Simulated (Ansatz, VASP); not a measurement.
# GaN: VASP beside Ansatz

The input POSCAR:

```
GaN
1.0
    3.0845996707      0.0000000000      0.0000000000
   -1.5422998354      2.6713416753      0.0000000000
    0.0000000000      0.0000000000      5.0110200000
Ga N
2 2
Direct
    0.3333333333      0.6666666667      0.0000000000
    0.6666666667      0.3333333333      0.5000000000
    0.3333333333      0.6666666667      0.3750000000
    0.6666666667      0.3333333333      0.8750000000
```

File INCAR.step1:

```
SYSTEM = GaN
PREC = Accurate ; ENCUT = 520
ISMEAR = 0 ; SIGMA = 0.05
LREAL = .False. ; LASPH = .True.
NELM = 100 ; NBANDS = 26
GGA = PE ; ALGO = Normal
EDIFF = 1E-4 ; LWAVE = .True.
LCHARG = .False.
```

The input INCAR.step2:

```
SYSTEM = GaN
PREC = Accurate ; ENCUT = 520
EDIFF = 1E-6 ; ISMEAR = 0
SIGMA = 0.05 ; LREAL = .False.
LASPH = .True. ; NELM = 100
ALGO = Normal ; ISIF = 2
LWAVE = .False. ; LCHARG = .False.
METAGGA = R2SCAN ; LMIXTAU = .True.
NBANDS = 26 ; ISTART = 1
```

The input KPOINTS:

```
Automatic mesh
0
Gamma
  12 12 6
  0 0 0
```

Input for Ansatz:

```yaml
crystal:
  lattice:
    - [3.0845996707, 0.0, 0.0]
    - [-1.5422998354, 2.6713416753, 0.0]
    - [0.0, 0.0, 5.01102]
  atoms:
    - { symbol: Ga, position: [0.3333333333, 0.6666666667, 0.0] }
    - { symbol: Ga, position: [0.6666666667, 0.3333333333, 0.5] }
    - { symbol: "N", position: [0.3333333333, 0.6666666667, 0.375] }
    - { symbol: "N", position: [0.6666666667, 0.3333333333, 0.875] }
basis:
  ecutwfc: 500
kpoints:
  mp_grid: { grid: [12, 12, 6] }
hamiltonian:
  xc: r2scan
scf:
  occupations: { method: gaussian, width: 0.05 }
output:
  forces: true
  stress: true
  eigenvalues: true
```

Change from the starting cell: strain -0.030 along x and y, -0.030 along z, atoms carried along.

Alike in both runs: task single point; functional r2SCAN; k mesh 12 × 12 × 6; occupations gaussian, width 0.05 eV; no spin polarisation.

```csv
,VASP,Ansatz
version,VASP 6.6.1,Ansatz 0.2.0
potentials or method,"VASP PAW PBE potentials, release 64 (Ga_d, N), cutoff 520 eV","scalar-relativistic, plane waves, PAW"
valence electrons in the cell,36,36
```

Ansatz gave:

* gap on the k mesh at the Fermi level (eV): 3.02
* least direct gap on the mesh (eV): 3.02
* pressure (GPa): 23.4
* traceless stress, the component that is largest in VASP (GPa): 1.99
* rms of the force components (eV/Å): 0.098

Question: Estimate VASP's values.

Answer: gap on the k mesh at the Fermi level (eV): 3.01; least direct gap on the mesh (eV): 3.01; pressure (GPa): 24.9; traceless stress, the component that is largest in VASP (GPa): 2.04; rms of the force components (eV/Å): 0.099.

VASP's potentials were made for PBE, not for r2SCAN. Atom by atom the forces differ by 0.001 eV/Å (rms over components).
